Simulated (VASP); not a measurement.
# Si (Fd-3m) in VASP: a series of runs

Runs on Si. Level: PBEsol. Tasks: elastic constants.

Program: VASP 6.6.1. These are calculated values, not measurements. Logs are shortened: lines on timing, memory, paths and dates and some standing lists are left out, and cuts for length are marked.

### Step 1. The cell of the first run

Symmetry: Fd-3m, No. 227, cubic system. The conventional cell has a = 5.215 Å, b = 5.215 Å, c = 5.215 Å, α = 90.00°, β = 90.00°, γ = 90.00°. Si (site symmetry -43m) has 4 Si at 2.26 Å within 3.0 Å.

### Step 2. Elastic constants, PBEsol

File INCAR:

```
SYSTEM = Si
PREC = Accurate
ENCUT = 600
EDIFF = 1E-8
ISMEAR = 0
SIGMA = 0.01
LREAL = .FALSE.
LASPH = .TRUE.
NELM = 80
ALGO = Normal
ISIF = 3
LWAVE = .FALSE.
LCHARG = .FALSE.
GGA = PS
IBRION = 6
NFREE = 2
POTIM = 0.015
NSW = 1
```

File KPOINTS:

```
Automatic mesh
0
G
  8 8 8
  0 0 0
```

File POSCAR:

```
Si
1.0
    0.0000000000      2.6073048143      2.6073048143
    2.6073048143      0.0000000000      2.6073048143
    2.6073048143      2.6073048143      0.0000000000
Si
2
Direct
    0.2500000000      0.2500000000      0.2500000000
    0.0000000000      0.0000000000      0.0000000000
```

Potentials or basis: VASP PAW PBE potentials, release 64 (Si).

Run with:

```bash
$ cat potpaw_PBE.64/Si/POTCAR > POTCAR
$ mpirun -np 1 vasp_std > vasp.out
```

OUTCAR:

```text
SYSTEM = Si
   PREC = Accurate
   ENCUT = 600
   EDIFF = 1E-8
   ISMEAR = 0
   LREAL = .FALSE.
   LASPH = .TRUE.
   NELM = 80
   ISIF = 3
   GGA = PS
   IBRION = 6
   NFREE = 2
   POTIM = 0.015
   NSW = 1

 ion  position               nearest neighbor table
   1  0.250  0.250  0.250-   2 2.26   2 2.26   2 2.26   2 2.26
   2  0.000  0.000  0.000-   1 2.26   1 2.26   1 2.26   1 2.26

  LATTYP: Found a face centered cubic cell.
 ALAT       =     5.2146096286

  Lattice vectors:

 A1 = (   0.0000000000,   2.6073048143,   2.6073048143)
 A2 = (   2.6073048143,   0.0000000000,   2.6073048143)
 A3 = (   2.6073048143,   2.6073048143,   0.0000000000)

Analysis of symmetry for initial positions (statically):
=====================================================================
 Subroutine PRICEL returns:
 Original cell was already a primitive cell.

 Routine SETGRP: Setting up the symmetry group for a
 face centered cubic supercell.

 Subroutine GETGRP returns: Found 48 space group operations
 (whereof 24 operations were pure point group operations)
 out of a pool of 48 trial point group operations.

The static configuration has the point symmetry T_d .
 The point group associated with its full space group is O_h .

Analysis of symmetry for dynamics (positions and initial velocities):
=====================================================================
 Subroutine PRICEL returns:
 Original cell was already a primitive cell.

 Routine SETGRP: Setting up the symmetry group for a
 face centered cubic supercell.

 Subroutine GETGRP returns: Found 48 space group operations
 (whereof 24 operations were pure point group operations)
 out of a pool of 48 trial point group operations.

The dynamic configuration has the point symmetry T_d .
 The point group associated with its full space group is O_h .

 Subroutine INISYM returns: Found 48 space group operations
 (whereof 24 operations are pure point group operations),
 and found     1 'primitive' translations

----------------------------------------------------------------------------------------

                                     Primitive cell

  volume of cell :      35.4491

  direct lattice vectors                    reciprocal lattice vectors
     0.000000000  2.607304814  2.607304814    -0.191768909  0.191768909  0.191768909
     2.607304814  0.000000000  2.607304814     0.191768909 -0.191768909  0.191768909
     2.607304814  2.607304814  0.000000000     0.191768909  0.191768909 -0.191768909

  length of vectors
     3.687285830  3.687285830  3.687285830     0.332153494  0.332153494  0.332153494

  position of ions in fractional coordinates (direct lattice)
     0.250000000  0.250000000  0.250000000
     0.000000000  0.000000000  0.000000000

  ion indices of the primitive-cell ions
   primitive index   ion index
                 1           1
                 2           2

----------------------------------------------------------------------------------------

 KPOINTS: Automatic mesh

Automatic generation of k-mesh.
 Grid dimensions read from file:
 generate k-points for:    8    8    8

 Generating k-lattice:

  Cartesian coordinates                     Fractional coordinates (reciprocal lattice)
    -0.023971114  0.023971114  0.023971114     0.125000000  0.000000000  0.000000000
     0.023971114 -0.023971114  0.023971114     0.000000000  0.125000000  0.000000000
     0.023971114  0.023971114 -0.023971114     0.000000000  0.000000000  0.125000000

  Length of vectors
     0.041519187  0.041519187  0.041519187

  Shift w.r.t. Gamma in fractional coordinates (k-lattice)
     0.000000000  0.000000000  0.000000000

 Subroutine IBZKPT returns following result:
 ===========================================

 Found     29 irreducible k-points:

 Following reciprocal coordinates:
            Coordinates               Weight
  0.000000  0.000000  0.000000      1.000000
  0.125000  0.000000  0.000000      8.000000
  0.250000  0.000000  0.000000      8.000000
  0.375000  0.000000  0.000000      8.000000
[... 48 lines left out ...]
   TEBEG  =    0.0;   TEEND  =   0.0 temperature during run
   PSTRESS=    0.0 pullay stress
   NELECT =       8.0000    total number of electrons
   NUPDOWN=      -1.0000    fix difference up-down
   EMIN   =  10.00;   EMAX   =-10.00  energy-range for DOS
   EFERMI =   0.00;   METHOD = LEGACY
   ISMEAR =     0;   SIGMA  =   0.01  broadening in eV -4-tet -1-fermi 0-gaus
   EFERMI_NEDOS =   21; number of points for ismear=-14 and -15
   IALGO  =     38    algorithm
   IMIX   =      4    mixing-type and parameters
     AMIX     =   0.40;   BMIX     =  1.00
     AMIX_MAG =   1.60;   BMIX_MAG =  1.00
  volume/ion in A,a.u.               =      17.72       119.61
  Fermi-wavevector in a.u.,A,eV,Ry     =   0.996712  1.883513 13.516501  0.993435
  Thomas-Fermi vector in A             =   2.128819
   LORBIT       =      0    0 simple, 1 ext, 2 COOP (PROOUT), +10 PAW based schemes
   GGA     = PS    functional components
   LHFCALC =     F    Hartree Fock is set to
   AEXX    =    0.0000 exact exchange contribution
   IVDW    =     0    specifies the selected vdW correction
   LEPSILON=     F    determine dielectric tensor
   LRPA    =     F    only Hartree local field effects (RPA)
 finite differences with symmetry
 non-spin polarized calculation
 Gauss-broadening in eV      SIGMA  =   0.01
  energy-cutoff  :      600.00
  volume of cell :       35.45
 maximum number of plane-waves:      1243
 NGX is ok and might be reduce to    30
   NGX = 15   NGY = 15   NGZ = 15

--------------------------------------- Ionic step        1  -------------------------------------------

 number of electron       8.0000001 magnetization

 Free energy of the ion-electron system (eV)
  ---------------------------------------------------
  ext. energy  EPLUGINS =         0.00000000
  ---------------------------------------------------
  free energy    TOTEN  =       -11.28864671 eV

  energy without entropy =      -11.28864671  energy(sigma->0) =      -11.28864671

------------------------ aborting loop because EDIFF is reached ----------------------------------------

  FORCE on cell =-STRESS in cart. coord.  units (eV):
  Direction    XX          YY          ZZ          XY          YZ          ZX
  --------------------------------------------------------------------------------------
  -------------------------------------------------------------------------------------
  Total        3.3583479      3.3583479      3.3583479     -0.0000000      0.0000000      0.0000000
  in kB      151.7856990    151.7856990    151.7856990     -0.0000000      0.0000000      0.0000000
  external PRESSURE =     151.7856990 kB  Pullay stress =       0.0000000 kB
[... 89 lines left out ...]
  FREE ENERGIE OF THE ION-ELECTRON SYSTEM (eV)
  ---------------------------------------------------
  free  energy   TOTEN  =       -11.2329749770 eV

  energy  without entropy=      -11.2329749770  energy(sigma->0) =      -11.23297498

 E-fermi :   7.0324     XC(G=0):  -9.9685

 val. band max:        6.9671738013   @ k =   0.0000   0.0000   0.0000
 cond. band min:       7.1956025425   @ k =   0.3750   0.0000   0.3750
 fundamental gap:      0.2284287412
 Fermi energy:         7.0324299273

 k-point     1 :       0.0000    0.0000    0.0000
  band No.  band energies     occupation
      1      -5.8345      2.00000
      2       6.8558      2.00000
      3       6.9672      2.00000
      4       6.9672      2.00000
      5       9.4664      0.00000
      6       9.4664      0.00000
      7       9.5147      0.00000
      8      11.5129      0.00000
[... 243 lines left out ...]
 k-point    24 :      -0.3750    0.2500    0.1250
  band No.  band energies     occupation
      1      -2.6145      2.00000
      2      -0.3274      2.00000
      3       3.1119      2.00000
      4       4.5067      2.00000
      5       9.9057      0.00000
      6      10.2170      0.00000
      7      13.0133      0.00000
      8      14.3337      0.00000

 [... further k-points ...]

[... ionic steps 4 to 12 ...]

--------------------------------------- Ionic step       13  -------------------------------------------

 number of electron       8.0000001 magnetization

------------------------ aborting loop because EDIFF is reached ----------------------------------------
[... 67 lines left out ...]
--------------------------------------- Ionic step       15  -------------------------------------------

 number of electron       8.0000000 magnetization

 Free energy of the ion-electron system (eV)
  ---------------------------------------------------
  ext. energy  EPLUGINS =         0.00000000
  ---------------------------------------------------
  free energy    TOTEN  =       -11.28672330 eV

  energy without entropy =      -11.28672330  energy(sigma->0) =      -11.28672330

 E-fermi :   7.2900     XC(G=0): -10.0270

 val. band max:        7.1723821445   @ k =   0.0000   0.0000   0.0000
 cond. band min:       7.3785528146   @ k =   0.0000   0.3750   0.3750
 fundamental gap:      0.2061706700
 Fermi energy:         7.2899839606

 k-point     1 :       0.0000    0.0000    0.0000
  band No.  band energies     occupation
      1      -5.7811      2.00000
      2       7.0214      2.00000
      3       7.0975      2.00000
      4       7.1724      2.00000
      5       9.6103      0.00000
      6       9.6511      0.00000
      7       9.6935      0.00000
      8      11.8649      0.00000
[... 282 lines left out ...]
  FREE ENERGIE OF THE ION-ELECTRON SYSTEM (eV)
  ---------------------------------------------------
  free  energy   TOTEN  =       -11.2867233019 eV

  energy  without entropy=      -11.2867233019  energy(sigma->0) =      -11.28672330

 INTERNAL STRAIN TENSORS FROM STRAINED CELLS
 ============================================

 INTERNAL STRAIN TENSOR FOR ION    1 for displacements in x,y,z  (eV/Angst):
          X           Y           Z          XY          YZ          ZX
  --------------------------------------------------------------------------------
  x    -0.00000     0.00000    -0.00000    -0.00000   -16.05829     0.00000
  y    -0.00000     0.00000    -0.00000     0.00000     0.00000   -16.05828
  z    -0.00000     0.00000     0.00000   -16.05833    -0.00000     0.00000

 INTERNAL STRAIN TENSORS FROM DISPLACED ATOMS
 ============================================

 INTERNAL STRAIN TENSOR FOR ION    1 for displacements in x,y,z  (eV/Angst):
          X           Y           Z          XY          YZ          ZX
  --------------------------------------------------------------------------------
  x    -0.00000     0.00000     0.00000     0.00000   -16.05724     0.00000
  y     0.00000     0.00000     0.00000     0.00000     0.00000   -16.05724
  z     0.00000     0.00000    -0.00000   -16.05724     0.00000     0.00000

 INTERNAL STRAIN TENSOR FOR ION    2 for displacements in x,y,z  (eV/Angst):
          X           Y           Z          XY          YZ          ZX
  --------------------------------------------------------------------------------
  x     0.00000    -0.00000    -0.00000     0.00000    16.05724     0.00000
  y    -0.00000    -0.00000    -0.00000     0.00000     0.00000    16.05724
  z    -0.00000    -0.00000     0.00000    16.05724     0.00000     0.00000

 Eigenvectors and eigenvalues of the dynamical matrix
 ----------------------------------------------------

   1 f  =   17.248750 THz   108.377094 2PiTHz  575.356375 cm-1    71.335067 meV
             X         Y         Z           dx          dy          dz
      1.303652  1.303652  1.303652     0.000000   -0.707107    0.000000
      0.000000  0.000000  0.000000     0.000000    0.707107    0.000000
[... 21 lines left out ...]
   6 f  =    0.000000 THz     0.000000 2PiTHz    0.000000 cm-1     0.000000 meV
             X         Y         Z           dx          dy          dz
      1.303652  1.303652  1.303652     0.000000    0.000000    0.707107
      0.000000  0.000000  0.000000     0.000000    0.000000    0.707107

--------------------------------------------------------------------------------------------------------

 ELASTIC MODULI CONTR FROM IONIC RELAXATION (kBar)
 Direction    XX          YY          ZZ          XY          YZ          ZX
 --------------------------------------------------------------------------------
 XX          -0.0000      0.0000      0.0000      0.0000     -0.0000      0.0000
 YY           0.0000     -0.0000     -0.0000      0.0000      0.0000      0.0000
 ZZ           0.0000     -0.0000     -0.0000     -0.0000      0.0000      0.0000
 XY           0.0000      0.0000     -0.0000   -681.6927      0.0000      0.0000
 YZ          -0.0000      0.0000      0.0000      0.0000   -681.6927      0.0000
 ZX           0.0000      0.0000      0.0000      0.0000      0.0000   -681.6927
 --------------------------------------------------------------------------------

 TOTAL ELASTIC MODULI (kBar)
 Direction    XX          YY          ZZ          XY          YZ          ZX
 --------------------------------------------------------------------------------
 XX        1969.0442   1079.3227   1079.3227      0.0000     -0.0000      0.0000
 YY        1079.3227   1969.0442   1079.3227      0.0000      0.0000     -0.0000
 ZZ        1079.3227   1079.3227   1969.0442     -0.0000      0.0000     -0.0000
 XY           0.0000      0.0000     -0.0000    761.7910      0.0000      0.0000
 YZ          -0.0000      0.0000      0.0000      0.0000    761.7910      0.0000
 ZX           0.0000     -0.0000     -0.0000      0.0000      0.0000    761.7910
 --------------------------------------------------------------------------------
```

Wall time 3 min (1 thread of Intel Xeon 6975P-C (Granite Rapids), shared host); peak memory 0.23 GiB.

What came out:

| Property | Result |
| --- | --- |
| Elastic constants C11, C12, C44 | 197, 108, 76 GPa |
| Voigt bulk modulus | 138 GPa |
| Highest phonon frequency at Γ | 575 cm⁻¹ |

Phonon frequencies in cm⁻¹ (negative: imaginary):
```tsv
q point	frequencies
(0.000, 0.000, 0.000)	0 0 0 575 575 575
```

Elastic tensor in Voigt notation (GPa, in the Cartesian axes of the cell as first typed):
```
197 108 108   0   0   0
108 197 108   0   0   0
108 108 197   0   0   0
  0   0   0  76   0   0
  0   0   0   0  76   0
  0   0   0   0   0  76
```

Clamped-ion elastic tensor (GPa):
```
197 108 108   0   0   0
108 197 108   0   0   0
108 108 197   0   0   0
  0   0   0 144   0   0
  0   0   0   0 144   0
  0   0   0   0   0 144
```

Caveat: the cell is under stress, which shifts elastic constants; the PAW data sets were made with another functional, which shifts forces and pressure a little.

### Step 3. Elastic constants, PBEsol

This run uses another cell than the first one, of 18.36 Å³/atom.

File INCAR:

```
SYSTEM = Si
PREC = Accurate ; ENCUT = 600
EDIFF = 1E-8 ; ISMEAR = 0
SIGMA = 0.01 ; LREAL = .FALSE.
LASPH = .TRUE. ; NELM = 60
ALGO = Normal ; ISIF = 3
LWAVE = .FALSE. ; LCHARG = .FALSE.
GGA = PS ; IBRION = 6
NFREE = 2 ; POTIM = 0.015
NSW = 1
```

KPOINTS is that of step 2.

File POSCAR:

```
Si
1.0
    0.0000000000      2.6380907147      2.6380907147
    2.6380907147      0.0000000000      2.6380907147
    2.6380907147      2.6380907147      0.0000000000
Si
2
Direct
    0.2500000000      0.2500000000      0.2500000000
    0.0000000000      0.0000000000      0.0000000000
```

Potentials or basis: VASP PAW PBE potentials, release 64 (Si).

Run with:

```bash
$ cat potpaw_PBE.64/Si/POTCAR > POTCAR
$ mpirun -np 1 vasp_std > vasp.out
```

OUTCAR:

```text
SYSTEM = Si
   PREC = Accurate
   ENCUT = 600
   EDIFF = 1E-8
   ISMEAR = 0
   LREAL = .FALSE.
   LASPH = .TRUE.
   NELM = 60
   ISIF = 3
   GGA = PS
   IBRION = 6
   NFREE = 2
   POTIM = 0.015
   NSW = 1

 ion  position               nearest neighbor table
   1  0.250  0.250  0.250-   2 2.28   2 2.28   2 2.28   2 2.28
   2  0.000  0.000  0.000-   1 2.28   1 2.28   1 2.28   1 2.28
[... 716 lines left out ...]
             X         Y         Z           dx          dy          dz
      1.319045  1.319045  1.319045     0.000000   -0.707107    0.000000
      0.000000  0.000000  0.000000     0.000000    0.707107    0.000000
[... 21 lines left out ...]
   6 f  =    0.000000 THz     0.000000 2PiTHz    0.000000 cm-1     0.000000 meV
             X         Y         Z           dx          dy          dz
      1.319045  1.319045  1.319045     0.000000    0.000000    0.707107
      0.000000  0.000000  0.000000     0.000000    0.000000    0.707107

--------------------------------------------------------------------------------------------------------

 ELASTIC MODULI CONTR FROM IONIC RELAXATION (kBar)
 Direction    XX          YY          ZZ          XY          YZ          ZX
 --------------------------------------------------------------------------------
 XX           0.0000      0.0000      0.0000      0.0000      0.0000      0.0000
 YY           0.0000      0.0000      0.0000      0.0000      0.0000      0.0000
 ZZ           0.0000      0.0000      0.0000      0.0000      0.0000      0.0000
 XY           0.0000      0.0000      0.0000   -545.8842      0.0000      0.0000
 YZ           0.0000      0.0000      0.0000      0.0000   -545.8842      0.0000
 ZX           0.0000      0.0000      0.0000      0.0000      0.0000   -545.8842
 --------------------------------------------------------------------------------

 TOTAL ELASTIC MODULI (kBar)
 Direction    XX          YY          ZZ          XY          YZ          ZX
 --------------------------------------------------------------------------------
 XX        1850.2043    935.4539    935.4539     -0.0000      0.0000     -0.0000
 YY         935.4539   1850.2043    935.4539     -0.0000      0.0000      0.0000
 ZZ         935.4539    935.4539   1850.2043      0.0000      0.0000      0.0000
 XY          -0.0000     -0.0000      0.0000    768.5248      0.0000     -0.0000
 YZ           0.0000      0.0000      0.0000      0.0000    768.5248     -0.0000
 ZX          -0.0000      0.0000      0.0000     -0.0000     -0.0000    768.5248
 --------------------------------------------------------------------------------
```

OSZICAR:

```text
N       E                     dE             d eps       ncg     rms          rms(c)
DAV:   1     0.783844195268E+01    0.78384E+01   -0.37897E+03   464   0.881E+02
[... 162 lines left out ...]
DAV:   2    -0.113867669969E+02   -0.36577E-03   -0.51044E-03  2536   0.619E-01    0.823E-02
DAV:   3    -0.113866628428E+02    0.10415E-03   -0.24792E-04  1760   0.984E-02    0.120E-02
DAV:   4    -0.113866612072E+02    0.16356E-05   -0.24691E-05  2224   0.379E-02    0.522E-03
DAV:   5    -0.113866594093E+02    0.17979E-05   -0.53454E-06  2016   0.140E-02    0.915E-04
DAV:   6    -0.113866594071E+02    0.21607E-08   -0.63404E-07  2016   0.570E-03    0.796E-04
DAV:   7    -0.113866593943E+02    0.12812E-07   -0.59508E-08  1992   0.146E-03    0.110E-04
DAV:   8    -0.113866593946E+02   -0.30241E-09   -0.41556E-09  1136   0.518E-04
  15 F= -.11386659E+02 E0= -.11386659E+02  d E =-.280078E-25
```

It took 2.6 min on 1 thread of Intel Xeon 6975P-C (Granite Rapids), shared host; peak memory 0.22 GiB.

Results:

```
Elastic constants C11, C12, C44 : 185, 94, 77 GPa
Voigt bulk modulus              : 124 GPa
Highest phonon frequency at Γ   : 556 cm⁻¹
```

Phonon frequencies in cm⁻¹ (negative: imaginary):
| q point | frequencies |
| --- | --- |
| (0.000, 0.000, 0.000) | 0 0 0 556 556 556 |

Elastic tensor in Voigt notation (GPa, in the Cartesian axes of the cell as first typed):
```
185  94  94   0   0   0
 94 185  94   0   0   0
 94  94 185   0   0   0
  0   0   0  77   0   0
  0   0   0   0  77   0
  0   0   0   0   0  77
```

Clamped-ion elastic tensor (GPa):
```
185  94  94   0   0   0
 94 185  94   0   0   0
 94  94 185   0   0   0
  0   0   0 131   0   0
  0   0   0   0 131   0
  0   0   0   0   0 131
```

Caveat: the cell is under stress, which shifts elastic constants; the PAW data sets were made with another functional, which shifts forces and pressure a little.
